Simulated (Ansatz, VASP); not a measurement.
# MgSnO2: VASP beside Ansatz

```
Mg Sn O
1.0
     4.29196    0.00000    0.00000
     0.00000    4.29196    0.00000
     0.00000    0.00000    3.00416
Mg Sn O
1 1 2
Direct
  0.50000 0.50000 0.50000
  0.00000 0.00000 0.00000
  0.50000 0.00000 0.00000
  0.00000 0.50000 0.00000
```

Alike in both runs: functional PBE; k mesh 12 × 12 × 16; occupations gaussian, width 0.1 eV; no spin polarisation.

Ansatz relaxed the structure, and its values are those at the end. VASP's run is a single point on that final structure, the one shown.

|  | VASP | Ansatz |
| --- | --- | --- |
| version | VASP 6.6.1 | Ansatz 0.2.0 |
| potentials or method | VASP PAW PBE potentials, release 64 (Mg_sv, Sn_d, O), cutoff 840 eV | scalar-relativistic, plane waves, PAW |
| valence electrons in the cell | 36 | 36 |

VASP gave:

* gap on the k mesh at the Fermi level (eV): none
* pressure (GPa): 0.1

Task: Estimate Ansatz's values.

Result: gap on the k mesh at the Fermi level (eV): none; pressure (GPa): 0.0.

A gap of «none» marks a metal or a gap that the smearing closes.
